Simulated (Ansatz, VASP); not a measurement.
# Two plane-wave programs on ZnSe

POSCAR

```
ZnSe
1.0
    0.0000000000      2.7196274243      2.6063096149
    2.7196274243      0.0000000000      2.6063096149
    2.7196274243      2.7196274243      0.0000000000
Zn Se
1 1
Direct
    0.0000000000      0.0000000000      0.0000000000
    0.7500000000      0.7500000000      0.7500000000
```

Contents of INCAR.step1:

```
PREC = Accurate
ENCUT = 520
ISMEAR = 0
SIGMA = 0.05
LREAL = F
LASPH = T
NELM = 60
NBANDS = 16
GGA = PE
ALGO = Normal
EDIFF = 1E-4
LWAVE = T
LCHARG = F
```

File INCAR.step2:

```
PREC = Accurate
ENCUT = 520
EDIFF = 1E-6
ISMEAR = 0
SIGMA = 0.05
LREAL = F
LASPH = T
NELM = 60
ALGO = Normal
ISIF = 2
LWAVE = F
LCHARG = F
METAGGA = R2SCAN
LMIXTAU = T
NBANDS = 16
ISTART = 1
```

File KPOINTS:

```
regular mesh
0
Gamma
  8 8 8
```

Input for Ansatz:

```yaml
crystal:
  lattice:
    - [0.0, 2.7196274243, 2.6063096149]
    - [2.7196274243, 0.0, 2.6063096149]
    - [2.7196274243, 2.7196274243, 0.0]
  atoms:
    - { symbol: Zn, position: [0.0, 0.0, 0.0] }
    - { symbol: Se, position: [0.75, 0.75, 0.75] }
basis:
  ecutwfc: 500
kpoints:
  mp_grid: { grid: [8, 8, 8] }
hamiltonian:
  xc: r2scan
scf:
  occupations: { method: gaussian, width: 0.05 }
output:
  forces: true
  stress: true
  eigenvalues: true
```

Change from the starting cell: strain -0.040 along x and y, -0.080 along z, atoms carried along.

Alike in both runs: task single point; functional r2SCAN; k mesh 8 × 8 × 8; occupations gaussian, width 0.05 eV; no spin polarisation.

|  | VASP | Ansatz |
| --- | --- | --- |
| version | VASP 6.6.1 | Ansatz 0.2.0 |
| potentials or method | VASP PAW PBE potentials, release 64 (Zn, Se), cutoff 520 eV | scalar-relativistic, plane waves, PAW |
| valence electrons in the cell | 18 | 28 |

```tsv
	VASP	Ansatz	Ansatz less VASP
gap on the k mesh at the Fermi level (eV)	2.52	2.50	-0.018
least direct gap on the mesh (eV)	2.52	2.50	-0.018
pressure (GPa)	15.7	15.4	-0.23
traceless stress, the component that is largest in VASP (GPa)	0.72	0.71	-0.009
```

VASP's potentials were made for PBE, not for r2SCAN. With one functional, cell and mesh, what is left measures potentials, basis and numerics. VASP's potentials hold 18 valence electrons a cell and Ansatz's 28, so a difference there can come from the potentials and not from the codes.
